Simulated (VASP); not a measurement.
NbP2:

```
CELL_PARAMETERS angstrom
0.00000 2.88753 2.88753
2.88753 0.00000 2.88753
2.88753 2.88753 0.00000
ATOMIC_POSITIONS crystal
Nb 0.00000 0.00000 0.00000
P 0.25000 0.25000 0.25000
P 0.75000 0.75000 0.75000
```

```yaml
Program: VASP 6.6.1
Task: relaxation of cell and atoms
Functional: r2SCAN
Potentials_or_basis: VASP PAW PBE potentials, release 64 (Nb_sv, P)
Cutoff: 600 eV
k_mesh: 6 × 6 × 6
Occupations: gaussian, width 0.1 eV
Spin: no spin polarisation
```

At the start: pressure 20.1 GPa; volume 16.05 Å³/atom.

Q: How do energy, volume and symmetry change on relaxing?

A: Over 4 steps the energy falls by 121.2 meV/atom and the volume is 18.21 Å³/atom (+13.5 %); space group Fm-3m (No. 225, to 0.1 Å) before and after.

Step by step:
```csv
step,energy change (eV),largest force (eV/Å),pressure (GPa),volume (Å³)
1,0.0000,0.0000,20.07,48.15
2,0.0717,0.0000,-13.69,63.56
3,-0.3633,0.0000,-0.46,54.81
4,-0.3636,0.0000,-0.06,54.64
```

Final structure:
```
Nb P
1.0
     0.00000    3.01179    3.01179
     3.01179    0.00000    3.01179
     3.01179    3.01179    0.00000
Nb P
1 2
Direct
  0.00000 0.00000 0.00000
  0.25000 0.25000 0.25000
  0.75000 0.75000 0.75000
```

Caveat: the PAW data sets were made with another functional, which shifts forces and pressure a little.
